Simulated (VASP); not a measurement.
# Ag3C in VASP: single point with PBE

Aim: the single point of Ag3C with PBE.

Program: VASP 6.6.1. These are calculated values, not measurements. Logs are shortened: lines on timing, memory, paths and dates and some standing lists are left out, and cuts for length are marked.

## Step 1: The cell of the first run

The cell holds a slab with vacuum, 4 atoms: a = 2.933 Å, b = 2.933 Å, c = 21.065 Å, α = 90.00°, β = 90.00°, γ = 90.00°.

## Step 2: Single point, PBE

INCAR reads:

```
SYSTEM = Ag3C
PREC = Accurate ; ENCUT = 520
EDIFF = 1E-7 ; ISMEAR = 0
SIGMA = 0.1 ; LREAL = .FALSE.
LASPH = .TRUE. ; NELM = 60
ALGO = Normal ; ISIF = 2
LWAVE = .FALSE. ; LCHARG = .FALSE.
LDIPOL = .TRUE. ; IDIPOL = 3
DIPOL = 0.5 0.5 0.314 ; GGA = PE
NBANDS = 26
```

KPOINTS reads:

```
regular mesh
0
G
  9 9 1
  0 0 0
```

POSCAR reads:

```
Ag3C
1.0
    2.9325072267      0.0000000000      0.0000000000
    0.0000000000      2.9325072267      0.0000000000
    0.0000000000      0.0000000000     21.0648645725
Ag C
3 1
Direct
    0.5000000000      0.5000000000      0.1898896613
    0.0000000000      0.0000000000      0.2863776592
    0.5000000000      0.5000000000      0.3828586006
    1.0000000000      1.0000000000      0.3985244977
```

Potentials or basis: VASP PAW PBE potentials, release 64 (Ag, C).

On the command line:

```
cat potpaw_PBE.64/Ag/POTCAR potpaw_PBE.64/C/POTCAR > POTCAR
mpirun -np 1 vasp_std > vasp.out
```

OUTCAR:

```text
SYSTEM = Ag3C
   PREC = Accurate
   ENCUT = 520
   EDIFF = 1E-7
   ISMEAR = 0
   LREAL = .FALSE.
   LASPH = .TRUE.
   NELM = 60
   ISIF = 2
   GGA = PE

 ion  position               nearest neighbor table
   1  0.500  0.500  0.190-   2 2.90   2 2.90   2 2.90   2 2.90
   2  0.000  0.000  0.286-   4 2.36   3 2.90   3 2.90   3 2.90   3 2.90   1 2.90   1 2.90   1 2.90
                             1 2.90
   3  0.500  0.500  0.383-   4 2.10   4 2.10   4 2.10   4 2.10   2 2.90   2 2.90   2 2.90   2 2.90

   4  0.000  0.000  0.399-   3 2.10   3 2.10   3 2.10   3 2.10   2 2.36

  LATTYP: Found a simple tetragonal cell.
 ALAT       =     2.9325072267
 C/A-ratio  =     7.1832268240

  Lattice vectors:

 A1 = (   2.9325072267,   0.0000000000,   0.0000000000)
 A2 = (   0.0000000000,   2.9325072267,   0.0000000000)
 A3 = (   0.0000000000,   0.0000000000,  21.0648645725)

Analysis of symmetry for initial positions (statically):
=====================================================================
 Subroutine PRICEL returns:
 Original cell was already a primitive cell.

 Routine SETGRP: Setting up the symmetry group for a
 simple tetragonal supercell.

 Subroutine GETGRP returns: Found  8 space group operations
 (whereof  8 operations were pure point group operations)
 out of a pool of 16 trial point group operations.

The static configuration has the point symmetry C_4v.

Analysis of symmetry for dynamics (positions and initial velocities):
=====================================================================
 Subroutine PRICEL returns:
 Original cell was already a primitive cell.

 Routine SETGRP: Setting up the symmetry group for a
 simple tetragonal supercell.

 Subroutine GETGRP returns: Found  8 space group operations
 (whereof  8 operations were pure point group operations)
 out of a pool of 16 trial point group operations.

The dynamic configuration has the point symmetry C_4v.

 Subroutine INISYM returns: Found  8 space group operations
 (whereof  8 operations are pure point group operations),
 and found     1 'primitive' translations

----------------------------------------------------------------------------------------

                                     Primitive cell

  volume of cell :     181.1494

  direct lattice vectors                    reciprocal lattice vectors
     2.932507227  0.000000000  0.000000000     0.341005127  0.000000000  0.000000000
     0.000000000  2.932507227  0.000000000     0.000000000  0.341005127  0.000000000
[... 87 lines left out ...]
   POTIM  = 0.5000    time-step for ionic-motion
   TEBEG  =    0.0;   TEEND  =   0.0 temperature during run
   PSTRESS=    0.0 pullay stress
   NELECT =      37.0000    total number of electrons
   NUPDOWN=      -1.0000    fix difference up-down
   EMIN   =  10.00;   EMAX   =-10.00  energy-range for DOS
   EFERMI =   0.00;   METHOD = LEGACY
   ISMEAR =     0;   SIGMA  =   0.10  broadening in eV -4-tet -1-fermi 0-gaus
   EFERMI_NEDOS =   21; number of points for ismear=-14 and -15
   IALGO  =     38    algorithm
   IMIX   =      4    mixing-type and parameters
     AMIX     =   0.40;   BMIX     =  1.00
     AMIX_MAG =   1.60;   BMIX_MAG =  1.00
  volume/ion in A,a.u.               =      45.29       305.61
  Fermi-wavevector in a.u.,A,eV,Ry     =   0.964117  1.821917 12.646912  0.929522
  Thomas-Fermi vector in A             =   2.093721
   LORBIT       =      0    0 simple, 1 ext, 2 COOP (PROOUT), +10 PAW based schemes
   GGA     = PE    functional components
   LHFCALC =     F    Hartree Fock is set to
   AEXX    =    0.0000 exact exchange contribution
   IVDW    =     0    specifies the selected vdW correction
   LEPSILON=     F    determine dielectric tensor
   LRPA    =     F    only Hartree local field effects (RPA)
 non-spin polarized calculation
 Gauss-broadening in eV      SIGMA  =   0.10
  energy-cutoff  :      520.00
  volume of cell :      181.15
 maximum number of plane-waves:      4919
 NGX is ok and might be reduce to    24
   NGX = 11   NGY = 11   NGZ = 79

 dipolmoment           0.000000      0.000000     -0.090101 electrons x Angstroem

 number of electron      37.0000004 magnetization

 dipolmoment           0.000000      0.000000      0.061192 electrons x Angstroem

 Free energy of the ion-electron system (eV)
  ---------------------------------------------------
  ext. energy  EPLUGINS =         0.00000000
  ---------------------------------------------------
  free energy    TOTEN  =       -12.07870453 eV

  energy without entropy =      -12.07550842  energy(sigma->0) =      -12.07710648

 E-fermi :  -0.5319     XC(G=0):  -4.5951

 val. band max:       -0.6881912345   @ k =   0.4444   0.2222   0.0000
 cond. band min:      -0.4304804617   @ k =   0.1111   0.1111   0.0000
 fundamental gap:      0.2577107728
 Fermi energy:        -0.5318742124

 k-point     1 :       0.0000    0.0000    0.0000
  band No.  band energies     occupation
      1     -13.7424      2.00000
      2      -7.6489      2.00000
      3      -7.3843      2.00000
      4      -6.4017      2.00000
      5      -6.3080      2.00000
      6      -5.8978      2.00000
[... 424 lines left out ...]
     25       6.8918      0.00000
     26       7.3308      0.00000

------------------------ aborting loop because EDIFF is reached ----------------------------------------

 vacuum level on the upper side and lower side of the slab       (xc-potential included)         0.618        -0.639

  FORCE on cell =-STRESS in cart. coord.  units (eV):
  Direction    XX          YY          ZZ          XY          YZ          ZX
  --------------------------------------------------------------------------------------
  -------------------------------------------------------------------------------------
  Total        5.0988232      5.0988232      1.6293237      0.0000000      0.0000000      0.0000000
  in kB       45.0965877     45.0965877     14.4105677      0.0000000      0.0000000      0.0000000
  external PRESSURE =      34.8679144 kB  Pullay stress =       0.0000000 kB

 VOLUME and BASIS-vectors are now :
 -----------------------------------------------------------------------------
  energy-cutoff  :      520.00
  volume of cell :      181.15
      direct lattice vectors                 reciprocal lattice vectors
     2.932507227  0.000000000  0.000000000     0.341005127  0.000000000  0.000000000
     0.000000000  2.932507227  0.000000000     0.000000000  0.341005127  0.000000000
     0.000000000  0.000000000 21.064864572     0.000000000  0.000000000  0.047472415

 POSITION                                       TOTAL-FORCE (eV/Angst)
 -----------------------------------------------------------------------------------
      1.46625      1.46625      4.00000         0.000000      0.000000     -0.039783
      0.00000      0.00000      6.03251         0.000000     -0.000000     -0.704160
      1.46625      1.46625      8.06486         0.000000      0.000000      0.552880
      0.00000      0.00000      8.39486         0.000000      0.000000      0.191063
 -----------------------------------------------------------------------------------
    total drift:                                0.000000     -0.000000      0.000106

  FREE ENERGIE OF THE ION-ELECTRON SYSTEM (eV)
  ---------------------------------------------------
  free  energy   TOTEN  =       -12.0787045333 eV

  energy  without entropy=      -12.0755084171  energy(sigma->0) =      -12.07710648

 vacuum level on the upper side and lower side of the slab         4.840         3.548
```

OSZICAR:

```text
N       E                     dE             d eps       ncg     rms          rms(c)
DAV:   1     0.228098539927E+03    0.22810E+03   -0.16211E+04   780   0.117E+03
DAV:   2    -0.385205937504E+01   -0.23195E+03   -0.22405E+03   878   0.260E+02
DAV:   3    -0.151467829758E+02   -0.11295E+02   -0.10937E+02  1018   0.538E+01
DAV:   4    -0.153714164639E+02   -0.22463E+00   -0.22291E+00   872   0.780E+00
[... 19 lines left out ...]
DAV:  24    -0.120787025476E+02   -0.39643E-05   -0.19733E-07   584   0.213E-03    0.397E-04
DAV:  25    -0.120787037807E+02   -0.12331E-05   -0.51283E-08   642   0.869E-04    0.137E-04
DAV:  26    -0.120787042524E+02   -0.47170E-06   -0.17528E-08   572   0.391E-04    0.172E-04
DAV:  27    -0.120787044557E+02   -0.20336E-06   -0.52146E-09   586   0.334E-04    0.594E-05
DAV:  28    -0.120787045333E+02   -0.77540E-07   -0.11585E-09   590   0.117E-04
   1 F= -.12078705E+02 E0= -.12077106E+02  d E =-.319612E-02
```

It took 1.7 min on 1 thread of AMD EPYC 7R43 (Zen 3), shared host; peak memory 0.27 GiB.

Results:

```yaml
Free_energy: -12.0787 eV
Largest_force: 0.704 eV/Å
```

Forces on the atoms (eV/Å):
```
Ag   0.000  0.000 -0.040
Ag   0.000  0.000 -0.704
Ag   0.000  0.000  0.553
C    0.000  0.000  0.191
```
